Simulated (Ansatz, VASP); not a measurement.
## Two plane-wave programs on SiNi3

The input INCAR:

```
  PREC = Accurate
  ENCUT = 600
  EDIFF = 1E-7
  ISMEAR = -1
  SIGMA = 0.15
  LREAL = F
  LASPH = T
  NELM = 80
  ALGO = Fast
  ISIF = 3
  LWAVE = F
  LCHARG = F
  GGA = PE
  IBRION = 2
  NSW = 80
  EDIFFG = -0.001
```

KPOINTS

```
regular mesh
0
Gamma
  14 14 14
```

Contents of POSCAR:

```
SiNi3
1.0
    3.5063093102      0.0000000000      0.0000000000
    0.0000000000      3.5063093102      0.0000000000
    0.0000000000      0.0000000000      3.5063093102
Si Ni
1 3
Direct
    0.0000000000      0.0000000000      0.0000000000
    0.0000000000      0.5000000000      0.5000000000
    0.5000000000      0.0000000000      0.5000000000
    0.5000000000      0.5000000000      0.0000000000
```

Input for Ansatz:

```yaml
crystal:
  lattice:
    - [3.5063093102, 0.0, 0.0]
    - [0.0, 3.5063093102, 0.0]
    - [0.0, 0.0, 3.5063093102]
  atoms:
    - { symbol: Si, position: [0.0, 0.0, 0.0] }
    - { symbol: Ni, position: [0.0, 0.5, 0.5] }
    - { symbol: Ni, position: [0.5, 0.0, 0.5] }
    - { symbol: Ni, position: [0.5, 0.5, 0.0] }
basis:
  ecutwfc: 420
kpoints:
  mp_grid: { grid: [14, 14, 14] }
hamiltonian:
  xc: pbe
scf:
  occupations: { method: fermi_dirac, width: 0.15 }
output:
  forces: true
  stress: true
  eigenvalues: true
  write_density: true
  write_potential: true
  elf: true
  volumetric_format: npy
relax:
  adjacent_minimum: "off"
  f_tol: 0.001
  max_steps: 60
  cell: { stress_tol: 0.01 }
```

Alike in both runs: task relaxation of cell and atoms; functional PBE; k mesh 14 × 14 × 14; occupations fermi-dirac, width 0.15 eV; no spin polarisation.

|  | VASP | Ansatz |
| --- | --- | --- |
| version | VASP 6.6.1 | Ansatz 0.2.0 |
| potentials or method | VASP PAW PBE potentials, release 64 (Si, Ni), cutoff 600 eV | scalar-relativistic, plane waves, PAW |
| valence electrons in the cell | 34 | 58 |

|  | VASP | Ansatz | Ansatz less VASP |
| --- | --- | --- | --- |
| gap on the k mesh at the Fermi level, each at its own relaxed structure (eV) | none | none | - |
| relaxed volume (Å³/atom) | 10.79 | 10.80 | +0.003 |
| relaxed length of the cell vector where the two differ most in proportion (Å) | 3.508 | 3.508 | +0.0003 |

A gap of «none» marks a metal or a gap that the smearing closes. VASP's potentials hold 34 valence electrons a cell and Ansatz's 58, so a difference there can come from the potentials and not from the codes.
